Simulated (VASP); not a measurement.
Runs of VASP 6.6.1 on CO2. The structure is cubic, space group Pa-3 (No. 205). Conventional cell: a = 5.620 Å, b = 5.620 Å, c = 5.620 Å, α = 90.00°, β = 90.00°, γ = 90.00°. C (site symmetry -3) has 2 O at 1.17 Å within 1.6 Å. O (site symmetry 3) has 1 C at 1.17 Å within 1.6 Å. 

| task | level | cell | cutoff (eV) | gap on the mesh (eV) | pressure (GPa) | largest force (eV/Å) |
| --- | --- | --- | --- | --- | --- | --- |
| electric field gradients | r2SCAN | as given | 580 | 7.40 | -0.9 | 0.11 |
| electric field gradients | r2SCAN | as given | 520 | 7.40 | -0.7 | 0.09 |
| relaxation of the atoms | PBE | atoms relaxed | 520 | 6.71 | 1.1 | - |
| single point | PBE | as given | 520 | 6.77 | 2.9 | (b) |
| electric field gradients | PBE | as given | 520 | 7.66 | (a) | 19.69 |

Alike in all rows: potentials or basis VASP PAW PBE potentials, release 64 (C, O); no spin polarisation; k mesh 4 × 4 × 4; smearing fermi-dirac 0.02 eV.

Question: Fill in the values left out.

Answer: (a) 50.0; (b) 0.65.

Caveats: the PAW data sets were made with another functional, which shifts forces and pressure a little (some runs); forces of over 1 eV/Å act on the atoms, so gaps and moduli don't describe the material at rest (some runs).

A k mesh can miss the band edges.
